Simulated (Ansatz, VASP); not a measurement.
Ga in VASP and in Ansatz

```
CELL_PARAMETERS angstrom
-1.40400 1.38996 2.22900
1.40400 -1.38996 2.22900
1.40400 1.38996 -2.22900
ATOMIC_POSITIONS crystal
Ga 0.00000 0.00000 0.00000
```

Change from the starting cell: strain -0.0100 x Voigt [0, 1, 0, 0, 0, 0], atoms carried along.

Alike in both runs: task single point; functional PBEsol; k mesh 24 × 24 × 24; occupations gaussian, width 0.15 eV; no spin polarisation.

```csv
,VASP,Ansatz
version,VASP 6.6.1,Ansatz 0.2.0
potentials or method,"VASP PAW PBE potentials, release 64 (Ga_d), cutoff 520 eV","scalar-relativistic, plane waves, PAW"
valence electrons in the cell,13,13
```

|  | VASP | Ansatz | Ansatz less VASP |
| --- | --- | --- | --- |
| gap on the k mesh at the Fermi level (eV) | none | none | - |
| pressure (GPa) | 1.1 | 1.1 | +0.02 |
| traceless stress, the component that is largest in VASP (GPa) | 0.07 | 0.07 | -0.002 |

VASP's potentials were made for PBE, not for PBEsol. A gap of «none» marks a metal or a gap that the smearing closes. The functional is the same, so the differences come from potentials, cutoffs and numerics.
